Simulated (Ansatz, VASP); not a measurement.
## One calculation of SiNi3, two programs

The input INCAR:

```
PREC = Accurate ; ENCUT = 520
EDIFF = 1E-6 ; ISMEAR = -1
SIGMA = 0.05 ; LREAL = F
LASPH = T ; NELM = 150
ALGO = Normal ; ISIF = 2
LWAVE = F ; LCHARG = F
ISPIN = 2 ; MAGMOM = 1.5 1.5 1.5 0
LORBIT = 11 ; NUPDOWN = 4.5
LMAXMIX = 4 ; GGA = PS
NBANDS = 29
```

Contents of KPOINTS:

```
regular mesh
0
Gamma
  10 10 10
```

Contents of POSCAR:

```
SiNi3
1.0
    1.2928041287      0.7464008117      7.6619893310
   -1.2928041287      0.7464008117      7.6619893310
    0.0000000000     -1.4928016234      7.6619893310
Ni Si
3 1
Direct
    0.2547330000      0.2547330000      0.2547330000
    0.5000000000      0.5000000000      0.5000000000
    0.7452670000      0.7452670000      0.7452670000
    0.0000000000      0.0000000000      0.0000000000
```

Contents of input.yaml:

```yaml
crystal:
  lattice:
    - [1.2928041287, 0.7464008117, 7.661989331]
    - [-1.2928041287, 0.7464008117, 7.661989331]
    - [0.0, -1.4928016234, 7.661989331]
  atoms:
    - { symbol: Ni, position: [0.254733, 0.254733, 0.254733], spin: 1.5 }
    - { symbol: Ni, position: [0.5, 0.5, 0.5], spin: 1.5 }
    - { symbol: Ni, position: [0.745267, 0.745267, 0.745267], spin: 1.5 }
    - { symbol: Si, position: [0.0, 0.0, 0.0] }
hamiltonian:
  xc: pbesol
  pseudopotentials: { kind: paw }
magnetization:
  spin_polarized: true
  initial_magnetization: 4.5
  spin_locking: { lock_magnetization: hard }
kpoints:
  mp_grid: { grid: [10, 10, 10] }
scf:
  occupations: { method: fermi_dirac, width: 0.05 }
  lower_state_search: "off"
output:
  forces: true
  stress: true
  eigenvalues: true
  write_density: true
  write_potential: true
  elf: true
  volumetric_format: npy
```

Alike in both runs: task single point; functional PBEsol; k mesh 10 × 10 × 10; occupations fermi-dirac, width 0.05 eV; collinear spin; fixed moment 4.5 μB.

|  | VASP | Ansatz |
| --- | --- | --- |
| version | VASP 6.6.1 | Ansatz 0.2.0 |
| potentials or method | VASP PAW PBE potentials, release 64 (Ni, Si) | Ansatz PAW |
| plane-wave cutoff (eV) | 520 | 420 |
| valence electrons in the cell | 34 | 58 |

Ansatz gave:

```
pressure (GPa)                                                : 6.9
traceless stress, the component that is largest in VASP (GPa) : 6.60
rms of the force components (eV/Å)                            : 0.454
net moment per atom (μB)                                      : 1.13
size of the moment on the site where the two differ most (μB) : 1.16
```

Task: What did VASP give for the same quantities?

Result: Pressure (GPa): 7.3; traceless stress, the component that is largest in VASP (GPa): 6.56; rms of the force components (eV/Å): 0.461; net moment per atom (μB): 1.13; size of the moment on the site where the two differ most (μB): 1.20.

VASP's potentials were made for PBE, not for PBEsol. Site moments also hang on the region over which each program counts them. Atom by atom the forces differ by 0.008 eV/Å (rms over components). VASP's potentials hold 34 valence electrons a cell and Ansatz's 58, so a difference there can come from the potentials and not from the codes.
